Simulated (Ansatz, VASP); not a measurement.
Two plane-wave programs on Cu

Contents of INCAR:

```
  PREC = Accurate
  ENCUT = 520
  EDIFF = 1E-6
  ISMEAR = -1
  SIGMA = 0.05
  LREAL = False
  LASPH = True
  NELM = 60
  ALGO = Normal
  ISIF = 2
  LWAVE = False
  LCHARG = False
  GGA = PS
  NBANDS = 12
```

Contents of KPOINTS:

```
Automatic mesh
0
Gamma
  14 14 14
```

POSCAR

```
Cu
1.0
   -1.3930013257      1.3930013257      1.3285915979
    1.3930013257     -1.3930013257      1.3285915979
    1.3930013257      1.3930013257     -1.3285915979
Cu
1
Direct
    0.0000000000      0.0000000000      0.0000000000
```

Input for Ansatz:

```yaml
crystal:
  lattice:
    - [-1.3930013256833103, 1.3930013256833103, 1.3285915978574996]
    - [1.3930013256833103, -1.3930013256833103, 1.3285915978574996]
    - [1.3930013256833103, 1.3930013256833103, -1.3285915978574996]
  atoms:
    - { symbol: Cu, position: [0.0, 0.0, 0.0] }
basis:
  ecutwfc: 420.0
kpoints:
  mp_grid:
    grid: [14, 14, 14]
hamiltonian:
  xc: pbesol
  pseudopotentials:
    kind: paw
scf:
  occupations:
    method: fermi_dirac
    width: 0.05
output:
  stress: true
```

Alike in both runs: task single point; functional PBEsol; k mesh 14 × 14 × 14; occupations fermi-dirac, width 0.05 eV; no spin polarisation.

|  | VASP | Ansatz |
| --- | --- | --- |
| version | VASP 6.6.1 | Ansatz 0.2.0 |
| potentials or method | VASP PAW PBE potentials, release 64 (Cu), cutoff 520 eV | plane waves, PAW |
| valence electrons in the cell | 11 | 19 |

|  | VASP | Ansatz | Ansatz less VASP |
| --- | --- | --- | --- |
| pressure (GPa) | 21.1 | 20.3 | -0.75 |
| traceless stress, the component that is largest in VASP (GPa) | -0.19 | -0.17 | +0.025 |

VASP's potentials were made for PBE, not for PBEsol. VASP's potentials hold 11 valence electrons a cell and Ansatz's 19, so a difference there can come from the potentials and not from the codes.
